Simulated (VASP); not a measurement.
Write the native input for VASP 6.6.1 that does the following.

```
Task                   : single point
Functional             : LDA
Potentials or basis    : VASP PAW LDA potentials, release 64 (Ti_sv)
Cutoff                 : 500 eV
k mesh                 : 15 × 15 × 15
Occupations            : fermi-dirac, width 0.05 eV
Spin                   : no spin polarisation
Dipole correction      : no
Further INCAR settings : ALGO = Normal; EDIFF = 1e-06; NBANDS = 12
```

The structure of Ti lies in POSCAR:

```
Ti
1.0
    0.0000000000      2.0567135898      2.0567135898
    2.0567135898      0.0000000000      2.0567135898
    2.0567135898      2.0567135898      0.0000000000
Ti
1
Direct
    0.0000000000      0.0000000000      0.0000000000
```

This cell differs from its parent crystal: volume scaled by 1.04.

One way to write it, as run:

INCAR

```
SYSTEM = Ti
PREC     = Accurate       ! precision mode
ENCUT    = 500            ! plane-wave cutoff, eV
EDIFF    = 1E-6           ! SCF threshold, eV
ISMEAR   = -1             ! smearing method
SIGMA    = 0.05           ! smearing width, eV
LREAL    = .False.        ! projectors in reciprocal space
LASPH    = .True.         ! aspherical terms in the spheres
NELM     = 120            ! most SCF steps
ALGO     = Normal         ! electronic algorithm
ISIF     = 2              ! what is computed and relaxed
LWAVE    = .False.        ! write WAVECAR
LCHARG   = .False.        ! write CHGCAR
GGA      = CA             ! functional
NBANDS   = 12             ! bands
GGA_COMPAT= .False.
```

KPOINTS

```
regular mesh
0
Gamma
  15 15 15
  0 0 0
```

Potentials or basis: VASP PAW LDA potentials, release 64 (Ti_sv).

Launch:

```bash
$ cat potpaw_LDA.64/Ti_sv/POTCAR > POTCAR
$ mpirun -np 1 vasp_std > vasp.out
```

Results of the run:

```
Pressure               : -8.8 GPa
Band gap on the k mesh : zero (band 6 reaches 8.80 eV, above the bottom of band 7 at 7.69 eV)
```

Wall time 8.6 s on 1 thread of Intel(R) Xeon(R) 6975P-C (Granite Rapids), with other jobs on the host, peak memory 0.14 GiB.
